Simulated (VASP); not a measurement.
# C (I4_1/amd) in VASP: further runs, part 2 of 2

VASP 6.6.1. The steps go on from the part before.

**4. Single point, PBE (strain -0.0500 x Voigt [1, 1, 0, 0, 0, 0])**

INCAR reads:

```
SYSTEM = C
  PREC = Accurate
  ENCUT = 520
  EDIFF = 1E-6
  ISMEAR = 0
  SIGMA = 0.05
  LREAL = .False.
  LASPH = .True.
  NELM = 80
  ALGO = Normal
  ISIF = 2
  LWAVE = .False.
  LCHARG = .False.
  GGA = PE
  NBANDS = 11
```

KPOINTS reads:

```
regular mesh
0
Gamma
  12 12 12
  0 0 0
```

POSCAR reads:

```
C
1.0
    0.0000000000      1.6942300000      1.7834000000
    1.6942300000      0.0000000000      1.7834000000
    1.6942300000      1.6942300000      0.0000000000
C
2
Direct
    0.5000000000      0.5000000000      0.5000000000
    0.7500000000      0.7500000000      0.7500000000
```

Potentials or basis: VASP PAW PBE potentials, release 64 (C).

Run with:

```
$ cat potpaw_PBE.64/C/POTCAR > POTCAR
$ mpirun -np 1 vasp_std > vasp.out
```

OUTCAR:

```text
SYSTEM = C
   PREC = Accurate
   ENCUT = 520
   EDIFF = 1E-6
   ISMEAR = 0
   LREAL = .False.
   LASPH = .True.
   NELM = 80
   ISIF = 2
   GGA = PE

 ion  position               nearest neighbor table
   1  0.500  0.500  0.500-   2 1.49   2 1.49   2 1.49   2 1.49
   2  0.750  0.750  0.750-   1 1.49   1 1.49   1 1.49   1 1.49

  LATTYP: Found a body centered tetragonal cell.
 ALAT       =     2.3960030438
 C/A-ratio  =     1.4886458551

  Lattice vectors:

 A1 = (  -1.6942300000,   0.0000000000,   1.7834000000)
 A2 = (   1.6942300000,   0.0000000000,   1.7834000000)
 A3 = (   0.0000000000,   1.6942300000,  -1.7834000000)

Analysis of symmetry for initial positions (statically):
=====================================================================
 Subroutine PRICEL returns:
 Original cell was already a primitive cell.

 Routine SETGRP: Setting up the symmetry group for a
 body centered tetragonal supercell.

 Subroutine GETGRP returns: Found 16 space group operations
 (whereof  8 operations were pure point group operations)
 out of a pool of 16 trial point group operations.

The static configuration has the point symmetry D_2d.
 The point group associated with its full space group is D_4h.

Analysis of symmetry for dynamics (positions and initial velocities):
=====================================================================
 Subroutine PRICEL returns:
 Original cell was already a primitive cell.

 Routine SETGRP: Setting up the symmetry group for a
 body centered tetragonal supercell.

 Subroutine GETGRP returns: Found 16 space group operations
 (whereof  8 operations were pure point group operations)
 out of a pool of 16 trial point group operations.

The dynamic configuration has the point symmetry D_2d.
 The point group associated with its full space group is D_4h.

 Subroutine INISYM returns: Found 16 space group operations
 (whereof  8 operations are pure point group operations),
 and found     1 'primitive' translations
[... 120 lines left out ...]
   GGA     = PE    functional components
   LHFCALC =     F    Hartree Fock is set to
   AEXX    =    0.0000 exact exchange contribution
   IVDW    =     0    specifies the selected vdW correction
   LEPSILON=     F    determine dielectric tensor
   LRPA    =     F    only Hartree local field effects (RPA)
 non-spin polarized calculation
 Gauss-broadening in eV      SIGMA  =   0.05
  energy-cutoff  :      520.00
  volume of cell :       10.24
 maximum number of plane-waves:       289
   NGX =  9   NGY =  9   NGZ =  9

 number of electron       7.9999998 magnetization

 Free energy of the ion-electron system (eV)
  ---------------------------------------------------
  ext. energy  EPLUGINS =         0.00000000
  ---------------------------------------------------
  free energy    TOTEN  =       -17.93203163 eV

  energy without entropy =      -17.93203163  energy(sigma->0) =      -17.93203163

 E-fermi :  11.8904     XC(G=0): -13.7756

 val. band max:       11.5692525836   @ k =   0.0000   0.0000   0.0000
 cond. band min:      15.2718382627   @ k =   0.3333   0.0000   0.3333
 fundamental gap:      3.7025856791
 Fermi energy:        11.8904385742

 k-point     1 :       0.0000    0.0000    0.0000
  band No.  band energies     occupation
      1     -11.6309      2.00000
      2      10.6881      2.00000
      3      11.5693      2.00000
      4      11.5693      2.00000
      5      16.9553      0.00000
      6      16.9553      0.00000
      7      17.6204      0.00000
      8      26.9846      0.00000
      9      31.9690      0.00000
     10      37.2052      0.00000
     11      38.1131      0.00000
[... 309 lines left out ...]
 k-point    24 :      -0.4167    0.1667    0.0000
  band No.  band energies     occupation
      1      -4.7602      2.00000
      2      -2.4487      2.00000
      3       4.7709      2.00000
      4       7.8866      2.00000
      5      19.8215      0.00000
      6      22.2909      0.00000
      7      23.4173      0.00000
      8      28.1023      0.00000
      9      32.3333      0.00000
     10      36.7251      0.00000
     11      37.6765      0.00000

 [... further k-points ...]

------------------------ aborting loop because EDIFF is reached ----------------------------------------

  FORCE on cell =-STRESS in cart. coord.  units (eV):
  Direction    XX          YY          ZZ          XY          YZ          ZX
  --------------------------------------------------------------------------------------
  -------------------------------------------------------------------------------------
  Total        4.8471606      4.8471606      1.2771574      0.0000000      0.0000000      0.0000000
  in kB      758.5330399    758.5330399    199.8625943      0.0000000      0.0000000      0.0000000
  external PRESSURE =     572.3095581 kB  Pullay stress =       0.0000000 kB

 VOLUME and BASIS-vectors are now :
 -----------------------------------------------------------------------------
  energy-cutoff  :      520.00
  volume of cell :       10.24
      direct lattice vectors                 reciprocal lattice vectors
     0.000000000  1.694230000  1.783400000    -0.295119317  0.295119317  0.280363351
     1.694230000  0.000000000  1.783400000     0.295119317 -0.295119317  0.280363351
     1.694230000  1.694230000  0.000000000     0.295119317  0.295119317 -0.280363351

 POSITION                                       TOTAL-FORCE (eV/Angst)
 -----------------------------------------------------------------------------------
      1.69423      1.69423      1.78340         0.000000      0.000000      0.000000
      2.54134      2.54134      2.67510        -0.000000      0.000000      0.000000
 -----------------------------------------------------------------------------------
    total drift:                                0.000000     -0.000000      0.000000

  FREE ENERGIE OF THE ION-ELECTRON SYSTEM (eV)
  ---------------------------------------------------
  free  energy   TOTEN  =       -17.9320316330 eV

  energy  without entropy=      -17.9320316330  energy(sigma->0) =      -17.93203163
```

stdout:

```text
POSCAR found type information on POSCAR C
 POSCAR found :  1 types and       2 ions
 scaLAPACK will be used
 LDA part: xc-table for (Slater+PW92), standard interpolation
 POSCAR, INCAR and KPOINTS ok, starting setup
 FFT: planning ... GRIDC
 FFT: planning ... GRID_SOFT
 FFT: planning ... GRID
 WAVECAR not read
 entering main loop
```

It took 13 s on 1 thread of AMD EPYC 7R43 (Zen 3), shared host; peak memory 0.08 GiB.

Results:

```yaml
Free_energy: -17.9320 eV
Pressure: 57.2 GPa
Band_gap_on_the_k_mesh: 3.70 eV, indirect (least direct gap 5.39 eV)
```

Stress tensor (GPa, compression positive):
```
75.85  0.00  0.00
 0.00 75.85  0.00
 0.00  0.00 19.99
```

Levels at points of the mesh, in eV from the valence-band top:
```tsv
k point	band 1	band 2	band 3	band 4	band 5	band 6	band 7	band 8
(0.00, 0.00, 0.00)	-23.20	-0.88	0.00	0.00	5.39	5.39	6.05	15.42
(0.50, 0.00, 0.00)	-16.80	-14.85	-3.89	-2.84	7.82	8.86	10.50	16.36
(0.50, 0.50, 0.00)	-14.39	-14.39	-6.67	-6.67	5.55	5.55	17.92	17.92
(0.50, 0.00, 0.50)	-13.52	-13.52	-7.49	-7.49	4.27	4.27	18.06	18.06
```

Caveat: the cell differs from its parent crystal (strain -0.0500 x Voigt [1, 1, 0, 0, 0, 0]). A k mesh can miss the band edges.

**5. The runs side by side**

```csv
cell,gap on the mesh (eV),pressure (GPa)
"a = 2.399, b = 2.399, c = 2.270 Å, angles 61.8, 61.8, 56.5°, 2 atoms",3.12,138.5
"a = 2.429, b = 2.429, c = 2.333 Å, angles 61.3, 61.3, 57.4°, 2 atoms",3.44,94.0
"a = 2.460, b = 2.460, c = 2.396 Å, angles 60.9, 60.9, 58.3°, 2 atoms",3.70,57.2
```

Alike in all rows: task single point; level PBE; potentials or basis VASP PAW PBE potentials, release 64 (C); no spin polarisation; k mesh 12 × 12 × 12; cutoff (eV) 520; smearing gaussian 0.05 eV.

Total energies depend on the potentials used, so only differences within one code and one set of settings carry meaning.
